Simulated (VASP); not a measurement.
Wanted: the native input for a VASP 6.6.1 run.

```
Task                   : single point
Functional             : LDA
Potentials or basis    : VASP PAW LDA potentials, release 64 (Pt)
Cutoff                 : 520 eV
k mesh                 : 22 × 22 × 22
Occupations            : gaussian, width 0.15 eV
Spin                   : no spin polarisation
Dipole correction      : no
Further INCAR settings : ALGO = Normal; EDIFF = 1e-07; NBANDS = 11
```

The structure of Pt lies in POSCAR:

```
Pt
1.0
    0.0000000000      2.0485860676      1.5999457188
    2.0485860676      0.0000000000      1.5999457188
    2.0485860676      2.0485860676      0.0000000000
Pt
1
Direct
    0.0000000000      0.0000000000      0.0000000000
```

This cell differs from its parent crystal: volume 13.429 Å^3 an atom, c/a of the conventional cell 0.7810.

One way to write it, as run:

INCAR

```
PREC = Accurate ; ENCUT = 520
EDIFF = 1E-7 ; ISMEAR = 0
SIGMA = 0.15 ; LREAL = False
LASPH = True ; NELM = 100
ALGO = Normal ; ISIF = 2
LWAVE = False ; LCHARG = True
LELF = True ; LVHAR = True
NBANDS = 11
```

KPOINTS

```
Automatic mesh
0
Gamma
  22 22 22
```

Potentials or basis: VASP PAW LDA potentials, release 64 (Pt).

The run is started by

```sh
$ cat potpaw_LDA.64/Pt/POTCAR > POTCAR
$ mpirun -np 1 vasp_std > vasp.out
```

Results of the run:

The pressure is 41.8 GPa and the band gap on the k mesh is zero (band 5 reaches 14.76 eV, above the bottom of band 6 at 12.03 eV).

Caveat: spin-orbit coupling is left out, which moves the levels of the heavy elements.

Wall time 68 s on 1 thread of AMD EPYC 7R13, with other jobs on the host, peak memory 0.23 GiB.
